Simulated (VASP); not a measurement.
# SiSb2 (P4/nmm) in VASP: a series of runs

The runs below take SiSb2 through single point, relaxation of cell and atoms, with PBE.

All numbers are computed with VASP 6.6.1; they aren't measurements. Logs are shortened: lines on timing, memory, paths and dates and some standing lists are left out, and cuts for length are marked.

## (1) The cell of the first run

Symmetry: P4/nmm, No. 129, tetragonal system. Conventional cell: a = 4.155 Å, b = 4.155 Å, c = 8.431 Å, α = 90.00°, β = 90.00°, γ = 90.00°. Within 3.7 Å of Si (site symmetry 4mm) lie 9 Sb at 2.78 to 3.37 Å. Sb (site symmetry -4m2) has 8 Sb at 2.94 to 3.65 Å and 4 Si at 3.37 Å within 3.9 Å. Within 3.9 Å of Sb (site symmetry 4mm) lie 5 Si at 2.78 to 2.96 Å and 8 Sb at 3.65 to 3.82 Å.

## (2) Single point, PBE

Input file INCAR:

```
SYSTEM = SiSb2
ALGO = Normal
EDIFF = 1E-7
ENCUT = 520
GGA = PE
ISIF = 2
ISMEAR = 0
LASPH = .TRUE.
LCHARG = .FALSE.
LREAL = .FALSE.
LWAVE = .FALSE.
NBANDS = 23
NELM = 60
PREC = Accurate
SIGMA = 0.1
```

Input file KPOINTS:

```
k-points
0
G
  4 4 2
  0 0 0
```

Input file POSCAR:

```
SiSb2
1.0
    4.1552415215      0.0000000000      0.0000000000
    0.0000000000      4.1552415215      0.0000000000
    0.0000000000      0.0000000000      8.4305419702
Si Sb
2 4
Direct
    0.5000000000      0.0000000000      0.3151617566
    0.0000000000      0.5000000000      0.6848382434
    0.0000000000      0.0000000000      0.0000000000
    0.5000000000      0.5000000000      0.0000000000
    0.5000000000      0.0000000000      0.6447140648
    0.0000000000      0.5000000000      0.3552859352
```

Potentials or basis: VASP PAW PBE potentials, release 64 (Si, Sb).

The run is started by

```
> cat potpaw_PBE.64/Si/POTCAR potpaw_PBE.64/Sb/POTCAR > POTCAR
> mpirun -np 1 vasp_std > vasp.out
```

OUTCAR:

```text
SYSTEM = SiSb2
   EDIFF = 1E-7
   ENCUT = 520
   GGA = PE
   ISIF = 2
   ISMEAR = 0
   LASPH = .TRUE.
   LREAL = .FALSE.
   NELM = 60
   PREC = Accurate

 ion  position               nearest neighbor table
   1  0.500  0.000  0.315-   5 2.78   6 2.96   6 2.96   6 2.96   6 2.96   3 3.37   3 3.37   4 3.37
                             4 3.37
   2  0.000  0.500  0.685-   6 2.78   5 2.96   5 2.96   5 2.96   5 2.96   3 3.37   4 3.37   4 3.37
                             3 3.37
   3  0.000  0.000  0.000-   4 2.94   4 2.94   4 2.94   4 2.94   2 3.37   1 3.37   1 3.37   2 3.37
                             5 3.65   6 3.65   5 3.65   6 3.65
   4  0.500  0.500  0.000-   3 2.94   3 2.94   3 2.94   3 2.94   2 3.37   2 3.37   1 3.37   1 3.37
                             5 3.65   6 3.65   6 3.65   5 3.65
   5  0.500  0.000  0.645-   1 2.78   2 2.96   2 2.96   2 2.96   2 2.96   4 3.65   4 3.65   3 3.65
                             3 3.65
   6  0.000  0.500  0.355-   2 2.78   1 2.96   1 2.96   1 2.96   1 2.96   3 3.65   4 3.65   4 3.65
                             3 3.65

  LATTYP: Found a simple tetragonal cell.
 ALAT       =     4.1552415215
 C/A-ratio  =     2.0288933692

  Lattice vectors:

 A1 = (   4.1552415215,   0.0000000000,   0.0000000000)
 A2 = (   0.0000000000,   4.1552415215,   0.0000000000)
 A3 = (   0.0000000000,   0.0000000000,   8.4305419702)

Analysis of symmetry for initial positions (statically):
=====================================================================
 Subroutine PRICEL returns:
 Original cell was already a primitive cell.

 Routine SETGRP: Setting up the symmetry group for a
 simple tetragonal supercell.

 Subroutine GETGRP returns: Found 16 space group operations
 (whereof  8 operations were pure point group operations)
 out of a pool of 16 trial point group operations.

The static configuration has the point symmetry D_2d.
 The point group associated with its full space group is D_4h.

Analysis of symmetry for dynamics (positions and initial velocities):
=====================================================================
 Subroutine PRICEL returns:
 Original cell was already a primitive cell.

 Routine SETGRP: Setting up the symmetry group for a
 simple tetragonal supercell.

 Subroutine GETGRP returns: Found 16 space group operations
 (whereof  8 operations were pure point group operations)
 out of a pool of 16 trial point group operations.

The dynamic configuration has the point symmetry D_2d.
 The point group associated with its full space group is D_4h.

 Subroutine INISYM returns: Found 16 space group operations
 (whereof  8 operations are pure point group operations),
 and found     1 'primitive' translations

----------------------------------------------------------------------------------------

                                     Primitive cell

  volume of cell :     145.5620

  direct lattice vectors                    reciprocal lattice vectors
     4.155241521  0.000000000  0.000000000     0.240659898  0.000000000  0.000000000
     0.000000000  4.155241521  0.000000000     0.000000000  0.240659898  0.000000000
     0.000000000  0.000000000  8.430541970     0.000000000  0.000000000  0.118616336

  length of vectors
     4.155241521  4.155241521  8.430541970     0.240659898  0.240659898  0.118616336

  position of ions in fractional coordinates (direct lattice)
     0.500000000  0.000000000  0.315161757
     0.000000000  0.500000000  0.684838243
     0.000000000  0.000000000  0.000000000
     0.500000000  0.500000000  0.000000000
     0.500000000  0.000000000  0.644714065
     0.000000000  0.500000000  0.355285935

  ion indices of the primitive-cell ions
   primitive index   ion index
                 1           1
                 2           2
                 3           3
                 4           4
                 5           5
                 6           6

----------------------------------------------------------------------------------------

 KPOINTS: k-points

Automatic generation of k-mesh.
 Grid dimensions read from file:
 generate k-points for:    4    4    2

 Generating k-lattice:

  Cartesian coordinates                     Fractional coordinates (reciprocal lattice)
     0.060164974  0.000000000  0.000000000     0.250000000  0.000000000  0.000000000
     0.000000000  0.060164974  0.000000000     0.000000000  0.250000000  0.000000000
     0.000000000  0.000000000  0.059308168     0.000000000  0.000000000  0.500000000

  Length of vectors
     0.060164974  0.060164974  0.059308168

  Shift w.r.t. Gamma in fractional coordinates (k-lattice)
     0.000000000  0.000000000  0.000000000

 Subroutine IBZKPT returns following result:
 ===========================================

 Found     12 irreducible k-points:

 Following reciprocal coordinates:
            Coordinates               Weight
  0.000000  0.000000  0.000000      1.000000
  0.250000  0.000000  0.000000      4.000000
  0.500000  0.000000  0.000000      2.000000
  0.250000  0.250000  0.000000      4.000000
  0.500000  0.250000  0.000000      4.000000
  0.500000  0.500000  0.000000      1.000000
  0.000000  0.000000  0.500000      1.000000
  0.250000  0.000000  0.500000      4.000000
  0.500000  0.000000  0.500000      2.000000
  0.250000  0.250000  0.500000      4.000000
  0.500000  0.250000  0.500000      4.000000
  0.500000  0.500000  0.500000      1.000000
   k-points           NKPTS =     12   k-points in BZ     NKDIM =     12   number of bands    NBANDS=     23
   number of dos      NEDOS =    301   number of ions     NIONS =      6
   total plane-waves  NPLWV =  65536
   dimension x,y,z NGX =    32 NGY =   32 NGZ =   64
   dimension x,y,z NGXF=    64 NGYF=   64 NGZF=  128
   ions per type =               2   4
   NGX,Y,Z   is equivalent  to a cutoff of  12.80, 12.80, 12.62 a.u.
   NGXF,Y,Z  is equivalent  to a cutoff of  25.61, 25.61, 25.24 a.u.
 SYSTEM =  SiSb2
   PREC   = accura    normal or accurate (medium, high low for compatibility)
   ISTART =      0    job   : 0-new  1-cont  2-samecut
   ICHARG =      2    charge: 1-file 2-atom 10-const
   ISPIN  =      1    spin polarized calculation?
   LNONCOLLINEAR =      F non collinear calculations
   LSORBIT =      F    spin-orbit coupling
   LASPH  =      T    aspherical Exc in radial PAW
   ENCUT  =  520.0 eV  38.22 Ry    6.18 a.u.   7.73  7.73 15.68*2*pi/ulx,y,z
   NELM   =     60;   NELMIN=  2; NELMDL= -5     # of ELM steps
   EDIFF  = 0.1E-06   stopping-criterion for ELM
   LREAL  =      F    real-space projection
   EDIFFG = 0.1E-05   stopping-criterion for IOM
   NSW    =      0    number of steps for IOM
   IBRION =     -1    ionic relax: 0-MD 1-quasi-New 2-CG
   NFREE  =      0    steps in history (QN), initial steepest desc. (CG)
   ISIF   =      2    stress and relaxation
   ISYM   =      2    0-nonsym 1-usesym 2-fastsym
   POTIM  = 0.5000    time-step for ionic-motion
   TEBEG  =    0.0;   TEEND  =   0.0 temperature during run
   PSTRESS=    0.0 pullay stress
   NELECT =      28.0000    total number of electrons
   NUPDOWN=      -1.0000    fix difference up-down
   EMIN   =  10.00;   EMAX   =-10.00  energy-range for DOS
   EFERMI =   0.00;   METHOD = LEGACY
   ISMEAR =     0;   SIGMA  =   0.10  broadening in eV -4-tet -1-fermi 0-gaus
   EFERMI_NEDOS =   21; number of points for ismear=-14 and -15
   IALGO  =     38    algorithm
   IMIX   =      4    mixing-type and parameters
     AMIX     =   0.40;   BMIX     =  1.00
     AMIX_MAG =   1.60;   BMIX_MAG =  1.00
  volume/ion in A,a.u.               =      24.26       163.72
  Fermi-wavevector in a.u.,A,eV,Ry     =   0.945028  1.785845 12.151071  0.893079
  Thomas-Fermi vector in A             =   2.072890
   LORBIT       =      0    0 simple, 1 ext, 2 COOP (PROOUT), +10 PAW based schemes
   GGA     = PE    functional components
   LHFCALC =     F    Hartree Fock is set to
   AEXX    =    0.0000 exact exchange contribution
   IVDW    =     0    specifies the selected vdW correction
   LEPSILON=     F    determine dielectric tensor
   LRPA    =     F    only Hartree local field effects (RPA)
 non-spin polarized calculation
 Gauss-broadening in eV      SIGMA  =   0.10
  energy-cutoff  :      520.00
  volume of cell :      145.56
 maximum number of plane-waves:      3952
 NGX is ok and might be reduce to    32
   NGX = 15   NGY = 15   NGZ = 31

 number of electron      27.9999998 magnetization

 Free energy of the ion-electron system (eV)
  ---------------------------------------------------
  ext. energy  EPLUGINS =         0.00000000
  ---------------------------------------------------
  free energy    TOTEN  =       -24.87484225 eV

  energy without entropy =      -24.85721893  energy(sigma->0) =      -24.86603059

 E-fermi :   7.9228     XC(G=0): -10.1490

 val. band max:        7.8507310922   @ k =   0.0000   0.0000   0.0000
 cond. band min:       7.9387328527   @ k =   0.2500   0.2500   0.5000
 fundamental gap:      0.0880017605
 Fermi energy:         7.9227970801

 k-point     1 :       0.0000    0.0000    0.0000
  band No.  band energies     occupation
      1      -4.9556      2.00000
      2      -3.2521      2.00000
      3      -2.2435      2.00000
      4       2.1668      2.00000
      5       2.4956      2.00000
      6       4.1771      2.00000
[... 15 lines left out ...]
     22      12.8943      0.00000
     23      13.2384      0.00000

 k-point     2 :       0.2500    0.0000    0.0000
  band No.  band energies     occupation
      1      -4.4147      2.00000
      2      -2.7599      2.00000
      3      -1.7915      2.00000
      4      -0.1333      2.00000
      5       1.0132      2.00000
      6       2.4918      2.00000
[... 15 lines left out ...]
     22      11.6410      0.00000
     23      12.1071      0.00000
[... 232 lines left out ...]
     22      12.1065      0.00000
     23      13.2457      0.00000

 k-point    12 :       0.5000    0.5000    0.5000
  band No.  band energies     occupation
      1      -1.2253      2.00000
      2      -1.2253      2.00000
      3      -1.1960      2.00000
      4      -1.1960      2.00000
      5       0.7150      2.00000
      6       0.7150      2.00000
[... 15 lines left out ...]
     22      14.5661      0.00000
     23      14.6624      0.00000

------------------------ aborting loop because EDIFF is reached ----------------------------------------

  FORCE on cell =-STRESS in cart. coord.  units (eV):
  Direction    XX          YY          ZZ          XY          YZ          ZX
  --------------------------------------------------------------------------------------
  -------------------------------------------------------------------------------------
  Total        0.2627243      0.2627243     -0.2279393      0.0000000      0.0000000     -0.0000000
  in kB        2.8917638      2.8917638     -2.5088907      0.0000000      0.0000000     -0.0000000
  external PRESSURE =       1.0915456 kB  Pullay stress =       0.0000000 kB

 VOLUME and BASIS-vectors are now :
 -----------------------------------------------------------------------------
  energy-cutoff  :      520.00
  volume of cell :      145.56
      direct lattice vectors                 reciprocal lattice vectors
     4.155241521  0.000000000  0.000000000     0.240659898  0.000000000  0.000000000
     0.000000000  4.155241521  0.000000000     0.000000000  0.240659898  0.000000000
     0.000000000  0.000000000  8.430541970     0.000000000  0.000000000  0.118616336

 POSITION                                       TOTAL-FORCE (eV/Angst)
 -----------------------------------------------------------------------------------
      2.07762      0.00000      2.65698        -0.000000     -0.000000      0.001753
      0.00000      2.07762      5.77356         0.000000      0.000000     -0.001753
      0.00000      0.00000      0.00000         0.000000     -0.000000      0.000000
      2.07762      2.07762      0.00000        -0.000000      0.000000      0.000000
      2.07762      0.00000      5.43529         0.000000      0.000000      0.038827
      0.00000      2.07762      2.99525         0.000000     -0.000000     -0.038827
 -----------------------------------------------------------------------------------
    total drift:                                0.000000     -0.000000      0.000000

  FREE ENERGIE OF THE ION-ELECTRON SYSTEM (eV)
  ---------------------------------------------------
  free  energy   TOTEN  =       -24.8748422454 eV

  energy  without entropy=      -24.8572189307  energy(sigma->0) =      -24.86603059
```

It took 40 s on 1 thread of Intel Xeon Platinum 8259CL at 2.50GHz (Skylake/Cascade Lake), shared host; peak memory 0.24 GiB.

Results:

```
Free energy            : -24.8748 eV
Pressure               : 0.1 GPa
Largest force          : 0.039 eV/Å
Band gap on the k mesh : zero (bands 14 and 15 overlap by 1.37 eV)
```

Forces in eV/Å, atoms in the order of the input:
```
Si   0.000  0.000  0.002
Si   0.000  0.000 -0.002
Sb   0.000  0.000  0.000
Sb   0.000  0.000  0.000
Sb   0.000  0.000  0.039
Sb   0.000  0.000 -0.039
```

Caveat: the k points lie up to 0.38 Å⁻¹ apart, too coarse for converged energies and pressures of a metal; spin-orbit coupling is left out, which moves the levels of the heavy elements.

(Part 1 of 2 ends here.)
